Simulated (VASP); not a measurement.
# Si (a cell with a defect) in VASP: single point with PBE

Aim: the single point of Si (a cell with a defect) with PBE.

Program: VASP 6.6.1. These are calculated values, not measurements. Logs are shortened: lines on timing, memory, paths and dates and some standing lists are left out, and cuts for length are marked.

## Step 1: The cell of the first run

The cell holds a defect, 17 atoms: a = 7.679 Å, b = 7.679 Å, c = 7.679 Å, α = 60.00°, β = 60.00°, γ = 60.00°.

## Step 2: Single point, PBE

File INCAR:

```
SYSTEM = Si
PREC = Accurate ; ENCUT = 520
EDIFF = 1E-6 ; ISMEAR = 0
SIGMA = 0.05 ; LREAL = Auto
LASPH = .TRUE. ; NELM = 60
ALGO = Normal ; ISIF = 2
LWAVE = .FALSE. ; LCHARG = .FALSE.
GGA = PE ; NBANDS = 48
```

File KPOINTS:

```
Automatic mesh
0
G
  2 2 2
  0 0 0
```

File POSCAR:

```
Si
1.0
    0.0000000000      5.4300000000      5.4300000000
    5.4300000000      0.0000000000      5.4300000000
    5.4300000000      5.4300000000      0.0000000000
Si
17
Direct
   -0.0565321363      0.0189568140      0.0188579190
    0.1178066298      0.1156836096      0.1155222836
    0.0069517495     -0.0258847145      0.5095154696
    0.1178067219      0.1156463168      0.6511395028
    0.0069378453      0.5096420810     -0.0259982505
    0.1178013812      0.6512267956      0.1155247698
    0.0069491713      0.5096559853      0.5095305709
    0.1812080110      0.6063848066      0.6062691529
    0.4896029466     -0.0018075506     -0.0019502762
    0.5647062615      0.1452244936      0.1450825046
    0.4895990792     -0.0018103131      0.5142581952
    0.6351602210      0.1109528545      0.6269915285
    0.4895969613      0.5143943831     -0.0019487109
    0.6351431860      0.6271339779      0.1108236648
    0.5599439227      0.4801424494      0.4800069061
    0.6351581952      0.6271324125      0.6269937385
    1.0624488950      0.3126236648      0.3125603131
```

Potentials or basis: VASP PAW PBE potentials, release 64 (Si).

The run is started by

```bash
$ cat potpaw_PBE.64/Si/POTCAR > POTCAR
$ mpirun -np 1 vasp_std > vasp.out
```

OUTCAR:

```text
SYSTEM = Si
   PREC = Accurate
   ENCUT = 520
   EDIFF = 1E-6
   ISMEAR = 0
   LREAL = Auto
   LASPH = .TRUE.
   NELM = 60
   ISIF = 2
   GGA = PE

 ion  position               nearest neighbor table
   1  0.943  0.019  0.019-   4 2.33   6 2.33   2 2.33  10 2.37
   2  0.118  0.116  0.116-   1 2.33   9 2.33  17 2.40   5 2.47   3 2.47
   3  0.007  0.974  0.510-   8 2.33  12 2.33  17 2.40   2 2.47   4 2.47
   4  0.118  0.116  0.651-   1 2.33  11 2.33  17 2.40   7 2.47   3 2.47
   5  0.007  0.510  0.974-   8 2.33  14 2.33  17 2.40   2 2.47   6 2.47
   6  0.118  0.651  0.116-   1 2.33  13 2.33  17 2.40   5 2.47   7 2.47
   7  0.007  0.510  0.510-   8 2.33  16 2.33  17 2.40   6 2.47   4 2.47
   8  0.181  0.606  0.606-   7 2.33   3 2.33   5 2.33  15 2.37
   9  0.490  0.998  0.998-  14 2.33  12 2.33   2 2.33  10 2.34
  10  0.565  0.145  0.145-   9 2.34  13 2.34  11 2.34   1 2.37
  11  0.490  0.998  0.514-  16 2.33  12 2.33   4 2.33  10 2.34
  12  0.635  0.111  0.627-  11 2.33   9 2.33   3 2.33  15 2.34
  13  0.490  0.514  0.998-  14 2.33  16 2.33   6 2.33  10 2.34
  14  0.635  0.627  0.111-   9 2.33  13 2.33   5 2.33  15 2.34
  15  0.560  0.480  0.480-  14 2.34  12 2.34  16 2.34   8 2.37
  16  0.635  0.627  0.627-  11 2.33  13 2.33   7 2.33  15 2.34
  17  0.062  0.313  0.313-   7 2.40   3 2.40   4 2.40   6 2.40   2 2.40   5 2.40

  LATTYP: Found a face centered cubic cell.
 ALAT       =    10.8600000000

  Lattice vectors:

 A1 = (   0.0000000000,   5.4300000000,   5.4300000000)
 A2 = (   5.4300000000,   0.0000000000,   5.4300000000)
 A3 = (   5.4300000000,   5.4300000000,   0.0000000000)

Analysis of symmetry for initial positions (statically):
=====================================================================
 Subroutine PRICEL returns:
 Original cell was already a primitive cell.

 Routine SETGRP: Setting up the symmetry group for a
 face centered cubic supercell.

 Subroutine GETGRP returns: Found  1 space group operations
 (whereof  1 operations were pure point group operations)
 out of a pool of 48 trial point group operations.

The static configuration has the point symmetry C_1 .

Analysis of symmetry for dynamics (positions and initial velocities):
=====================================================================
 Subroutine PRICEL returns:
 Original cell was already a primitive cell.

 Routine SETGRP: Setting up the symmetry group for a
 face centered cubic supercell.

 Subroutine GETGRP returns: Found  1 space group operations
 (whereof  1 operations were pure point group operations)
 out of a pool of 48 trial point group operations.

The dynamic configuration has the point symmetry C_1 .

 Subroutine INISYM returns: Found  1 space group operations
 (whereof  1 operations are pure point group operations),
 and found     1 'primitive' translations

----------------------------------------------------------------------------------------

                                     Primitive cell

  volume of cell :     320.2060

  direct lattice vectors                    reciprocal lattice vectors
     0.000000000  5.430000000  5.430000000    -0.092081031  0.092081031  0.092081031
     5.430000000  0.000000000  5.430000000     0.092081031 -0.092081031  0.092081031
     5.430000000  5.430000000  0.000000000     0.092081031  0.092081031 -0.092081031

  length of vectors
     7.679179644  7.679179644  7.679179644     0.159489025  0.159489025  0.159489025

  position of ions in fractional coordinates (direct lattice)
     0.943467864  0.018956814  0.018857919
     0.117806630  0.115683610  0.115522284
     0.006951749  0.974115285  0.509515470
     0.117806722  0.115646317  0.651139503
     0.006937845  0.509642081  0.974001749
     0.117801381  0.651226796  0.115524770
[... 9 lines left out ...]
     0.635158195  0.627132413  0.626993738
     0.062448895  0.312623665  0.312560313

  ion indices of the primitive-cell ions
   primitive index   ion index
                 1           1
                 2           2
                 3           3
                 4           4
                 5           5
                 6           6
[... 9 lines left out ...]
                16          16
                17          17

----------------------------------------------------------------------------------------

 KPOINTS: Automatic mesh

Automatic generation of k-mesh.
 Grid dimensions read from file:
 generate k-points for:    2    2    2

 Generating k-lattice:

  Cartesian coordinates                     Fractional coordinates (reciprocal lattice)
    -0.046040516  0.046040516  0.046040516     0.500000000  0.000000000  0.000000000
     0.046040516 -0.046040516  0.046040516     0.000000000  0.500000000  0.000000000
     0.046040516  0.046040516 -0.046040516     0.000000000  0.000000000  0.500000000

  Length of vectors
     0.079744512  0.079744512  0.079744512

  Shift w.r.t. Gamma in fractional coordinates (k-lattice)
     0.000000000  0.000000000  0.000000000

 Subroutine IBZKPT returns following result:
 ===========================================

 Found      8 irreducible k-points:

 Following reciprocal coordinates:
            Coordinates               Weight
  0.000000  0.000000  0.000000      1.000000
  0.500000  0.000000  0.000000      1.000000
  0.000000  0.500000  0.000000      1.000000
  0.000000  0.000000  0.500000      1.000000
  0.500000  0.500000  0.500000      1.000000
  0.500000  0.500000  0.000000      1.000000
  0.000000  0.500000  0.500000      1.000000
  0.500000  0.000000  0.500000      1.000000
   k-points           NKPTS =      8   k-points in BZ     NKDIM =      8   number of bands    NBANDS=     48
   number of dos      NEDOS =    301   number of ions     NIONS =     17
   total plane-waves  NPLWV = 216000
   dimension x,y,z NGX =    60 NGY =   60 NGZ =   60
   dimension x,y,z NGXF=   120 NGYF=  120 NGZF=  120
   ions per type =              17
   NGX,Y,Z   is equivalent  to a cutoff of  12.99, 12.99, 12.99 a.u.
   NGXF,Y,Z  is equivalent  to a cutoff of  25.98, 25.98, 25.98 a.u.
 SYSTEM =  Si
   PREC   = accura    normal or accurate (medium, high low for compatibility)
   ISTART =      0    job   : 0-new  1-cont  2-samecut
   ICHARG =      2    charge: 1-file 2-atom 10-const
   ISPIN  =      1    spin polarized calculation?
   LNONCOLLINEAR =      F non collinear calculations
   LSORBIT =      F    spin-orbit coupling
   LASPH  =      T    aspherical Exc in radial PAW
   ENCUT  =  520.0 eV  38.22 Ry    6.18 a.u.  14.28 14.28 14.28*2*pi/ulx,y,z
   NELM   =     60;   NELMIN=  2; NELMDL= -5     # of ELM steps
   EDIFF  = 0.1E-05   stopping-criterion for ELM
   LREAL  =      T    real-space projection
   EDIFFG = 0.1E-04   stopping-criterion for IOM
   NSW    =      0    number of steps for IOM
   IBRION =     -1    ionic relax: 0-MD 1-quasi-New 2-CG
   NFREE  =      0    steps in history (QN), initial steepest desc. (CG)
   ISIF   =      2    stress and relaxation
   ISYM   =      2    0-nonsym 1-usesym 2-fastsym
   POTIM  = 0.5000    time-step for ionic-motion
   TEBEG  =    0.0;   TEEND  =   0.0 temperature during run
   PSTRESS=    0.0 pullay stress
   NELECT =      68.0000    total number of electrons
   NUPDOWN=      -1.0000    fix difference up-down
   EMIN   =  10.00;   EMAX   =-10.00  energy-range for DOS
   EFERMI =   0.00;   METHOD = LEGACY
   ISMEAR =     0;   SIGMA  =   0.05  broadening in eV -4-tet -1-fermi 0-gaus
   EFERMI_NEDOS =   21; number of points for ismear=-14 and -15
   IALGO  =     38    algorithm
   IMIX   =      4    mixing-type and parameters
     AMIX     =   0.40;   BMIX     =  1.00
     AMIX_MAG =   1.60;   BMIX_MAG =  1.00
  volume/ion in A,a.u.               =      18.84       127.11
  Fermi-wavevector in a.u.,A,eV,Ry     =   0.976715  1.845724 12.979587  0.953973
  Thomas-Fermi vector in A             =   2.107356
   LORBIT       =      0    0 simple, 1 ext, 2 COOP (PROOUT), +10 PAW based schemes
   GGA     = PE    functional components
   LHFCALC =     F    Hartree Fock is set to
   AEXX    =    0.0000 exact exchange contribution
   IVDW    =     0    specifies the selected vdW correction
   LEPSILON=     F    determine dielectric tensor
   LRPA    =     F    only Hartree local field effects (RPA)
 non-spin polarized calculation
 Gauss-broadening in eV      SIGMA  =   0.05
  energy-cutoff  :      520.00
  volume of cell :      320.21
 maximum number of plane-waves:      8646
 NGX is ok and might be reduce to    60
   NGX = 29   NGY = 29   NGZ = 29

 number of electron      68.0000000 magnetization

 Free energy of the ion-electron system (eV)
  ---------------------------------------------------
  ext. energy  EPLUGINS =         0.00000000
  ---------------------------------------------------
  free energy    TOTEN  =       -87.68466461 eV

  energy without entropy =      -87.67830877  energy(sigma->0) =      -87.68148669

 E-fermi :   6.6976     XC(G=0):  -9.6929

 val. band max:        6.6730926377   @ k =   0.5000   0.0000   0.0000
 cond. band min:       6.7385877406   @ k =   0.0000   0.0000   0.0000
 fundamental gap:      0.0654951029
 Fermi energy:         6.6975718460

 k-point     1 :       0.0000    0.0000    0.0000
  band No.  band energies     occupation
      1      -6.2143      2.00000
      2      -3.8740      2.00000
      3      -3.6330      2.00000
      4      -3.6329      2.00000
      5      -3.3727      2.00000
      6      -2.5241      2.00000
[... 38 lines left out ...]
     45       8.7396      0.00000
     46       8.8360      0.00000

 k-point     2 :       0.5000    0.0000    0.0000
  band No.  band energies     occupation
      1      -5.8166      2.00000
      2      -4.8642      2.00000
      3      -3.4075      2.00000
      4      -3.4074      2.00000
      5      -3.3431      2.00000
      6      -2.9905      2.00000
[... 286 lines left out ...]
 k-point     8 :       0.5000    0.0000    0.5000
  band No.  band energies     occupation
      1      -5.6072      2.00000
      2      -4.6992      2.00000
      3      -4.0681      2.00000
      4      -3.8803      2.00000
      5      -3.7879      2.00000
      6      -3.6032      2.00000
[... 38 lines left out ...]
     45      10.4014      0.00000
     46      10.4209      0.00000
 [bands above 46 left out]

------------------------ aborting loop because EDIFF is reached ----------------------------------------

  FORCE on cell =-STRESS in cart. coord.  units (eV):
  Direction    XX          YY          ZZ          XY          YZ          ZX
  --------------------------------------------------------------------------------------
  -------------------------------------------------------------------------------------
  Total        9.2697789      9.2686609      9.2705119      0.8383392     -0.8397880      0.8399029
  in kB       46.3821071     46.3765128     46.3857745      4.1946998     -4.2019490      4.2025238
  external PRESSURE =      46.3814648 kB  Pullay stress =       0.0000000 kB

 VOLUME and BASIS-vectors are now :
 -----------------------------------------------------------------------------
  energy-cutoff  :      520.00
  volume of cell :      320.21
      direct lattice vectors                 reciprocal lattice vectors
     0.000000000  5.430000000  5.430000000    -0.092081031  0.092081031  0.092081031
     5.430000000  0.000000000  5.430000000     0.092081031 -0.092081031  0.092081031
     5.430000000  5.430000000  0.000000000     0.092081031  0.092081031 -0.092081031

 POSITION                                       TOTAL-FORCE (eV/Angst)
 -----------------------------------------------------------------------------------
      0.20533      5.22543      5.22597         0.003880     -0.003792     -0.003720
      1.25545      1.26698      1.26785        -0.000838      0.003108      0.002191
      8.05612      2.80442      5.32719         0.003509     -0.003194      0.000749
      4.16365      4.17538      1.26765        -0.002851      0.000681      0.002921
      8.05619      5.32650      2.80503         0.003219      0.000566     -0.003540
      4.16346      1.26696      4.17582        -0.001785      0.003104      0.000870
[... 9 lines left out ...]
      6.80990      6.85348      6.85424         0.000231     -0.007911     -0.007768
      3.39475      2.03630      2.03664        -0.001481     -0.001714     -0.000038
 -----------------------------------------------------------------------------------
    total drift:                               -0.008203      0.005043      0.004732

  FREE ENERGIE OF THE ION-ELECTRON SYSTEM (eV)
  ---------------------------------------------------
  free  energy   TOTEN  =       -87.6846646076 eV

  energy  without entropy=      -87.6783087663  energy(sigma->0) =      -87.68148669
```

Wall time 2.5 min (1 thread of Intel Xeon Platinum 8559C (Emerald Rapids), shared host); peak memory 0.46 GiB.

Results:

| Property | Result |
| --- | --- |
| Free energy | -87.6847 eV |
| Pressure | 4.6 GPa |
| Largest force | 0.011 eV/Å |
| Band gap on the k mesh | 0.07 eV |

Forces on the atoms (eV/Å):
```
Si   0.004 -0.004 -0.004
Si  -0.001  0.003  0.002
Si   0.004 -0.003  0.001
Si  -0.003  0.001  0.003
Si   0.003  0.001 -0.004
Si  -0.002  0.003  0.001
Si   0.000 -0.003 -0.004
Si  -0.003  0.004  0.003
Si  -0.001  0.007  0.007
Si   0.000  0.001  0.001
Si  -0.008  0.001  0.007
Si   0.008 -0.008  0.000
Si  -0.007  0.007  0.001
Si   0.008  0.000 -0.008
Si   0.001  0.000  0.001
Si   0.000 -0.008 -0.008
Si  -0.001 -0.002  0.000
```

Stress tensor (GPa, compression positive):
```
 4.64  0.42  0.42
 0.42  4.64 -0.42
 0.42 -0.42  4.64
```

Caveat: the k points lie up to 0.50 Å⁻¹ apart.
